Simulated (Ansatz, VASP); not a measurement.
## CuO: VASP beside Ansatz

The input INCAR:

```
SYSTEM = CuO
  PREC = Accurate
  ENCUT = 600
  EDIFF = 1E-6
  ISMEAR = -1
  SIGMA = 0.04
  LREAL = .FALSE.
  LASPH = .TRUE.
  NELM = 120
  ALGO = Normal
  ISIF = 2
  LWAVE = .FALSE.
  LCHARG = .FALSE.
  GGA = PE
  NBANDS = 16
  GGA_COMPAT = .FALSE.
```

The input KPOINTS:

```
Automatic mesh
0
G
  6 6 6
  0 0 0
```

File POSCAR:

```
CuO
1.0
    0.0000000000      2.3272527300      2.3272527300
    2.3272527300      0.0000000000      2.3272527300
    2.3272527300      2.3272527300      0.0000000000
Cu O
1 1
Direct
    0.0000000000      0.0000000000      0.0000000000
    0.2500000000      0.2500000000      0.2500000000
```

Contents of input.yaml:

```yaml
crystal:
  lattice:
    - [0.0, 2.32725273, 2.32725273]
    - [2.32725273, 0.0, 2.32725273]
    - [2.32725273, 2.32725273, 0.0]
  atoms:
    - { symbol: Cu, position: [0.0, 0.0, 0.0] }
    - { symbol: O, position: [0.25, 0.25, 0.25] }
kpoints:
  mp_grid: { grid: [6, 6, 6] }
scf:
  occupations: { method: fermi_dirac, width: 0.04 }
hamiltonian:
  xc: pbe
  pseudopotentials: { kind: all_electron, lapw: { basis_error: 0.002 } }
output:
  forces: true
  stress: true
  eigenvalues: true
```

Alike in both runs: task single point; functional PBE; k mesh 6 × 6 × 6; occupations fermi-dirac, width 0.04 eV; no spin polarisation.

|  | VASP | Ansatz |
| --- | --- | --- |
| version | VASP 6.6.1 | Ansatz 0.2.0 |
| potentials or method | VASP PAW PBE potentials, release 64 (Cu, O), cutoff 600 eV | all-electron LAPW, scalar-relativistic |

```csv
,VASP,Ansatz,Ansatz less VASP
gap on the k mesh at the Fermi level (eV),none,none,-
pressure (GPa),-9.1,-9.5,-0.37
```

A gap of «none» marks a metal or a gap that the smearing closes. Ansatz ran all-electron here, and VASP with PAW potentials.

The k mesh is coarse, so the values compare programs but aren't converged. Noted on Ansatz's run: the k mesh is thin for a metal, which can move the energy by tens of meV per atom.
